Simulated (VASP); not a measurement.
Au: electric field gradients with PBEsol

Crystal: Au.

```
Au
1.0
     2.92871    0.00000    0.00000
    -1.46436    2.53634    0.00000
     0.00000    0.00000    4.92832
Au
2
Direct
  0.33333 0.66667 0.75000
  0.66667 0.33333 0.25000
```

This cell differs from its parent crystal: volume scaled by 1.03.

```yaml
Program: VASP 6.6.1
Task: electric field gradients
Functional: PBEsol
Potentials_or_basis: VASP PAW PBE potentials, release 64 (Au_sv_GW)
Cutoff: 400 eV
k_mesh: 14 × 14 × 8
Occupations: fermi-dirac, width 0.03 eV
Spin: no spin polarisation
Dipole_correction: no
Second_run: valence_matched
Further_INCAR_settings: ALGO = Normal; EDIFF = 1e-08; NBANDS = 26
```

- Pressure: -13.7 GPa
- Band gap on the k mesh: zero (band 19 reaches 11.17 eV, above the bottom of band 20 at 5.01 eV)

Levels at points of the mesh, in eV from the Fermi level:
| k point | band 17 | band 18 | band 19 | band 20 | band 21 | band 22 |
| --- | --- | --- | --- | --- | --- | --- |
| (0.00, 0.00, 0.00) | -3.29 | -2.08 | -2.08 | -0.85 | 2.33 | 14.60 |
| (0.50, 0.00, 0.00) | -1.80 | -1.64 | 0.38 | 1.44 | 5.55 | 6.84 |
| (0.00, 0.00, 0.50) | -2.49 | -2.49 | -2.49 | -2.49 | 10.13 | 10.13 |
| (0.50, 0.00, 0.50) | -1.70 | -1.70 | 0.60 | 0.60 | 3.62 | 3.62 |

Electric field gradients, principal values (V/Å²):
```
atom   least  middle  greatest (by size)
1 Au  -6.605  -6.607              13.212
2 Au  -6.605  -6.607              13.212
```

It took 73 s on 1 thread of Intel(R) Xeon(R) Platinum 8488C (Sapphire Rapids), with other jobs on the host, peak memory 0.18 GiB.

Caveat: without QUAD_EFG the Cq values of the log hold for a quadrupole moment of 1 mb, not for the nuclei; the PAW data sets were made with another functional, which shifts forces and pressure a little; spin-orbit coupling is left out, which moves the levels of the heavy elements.
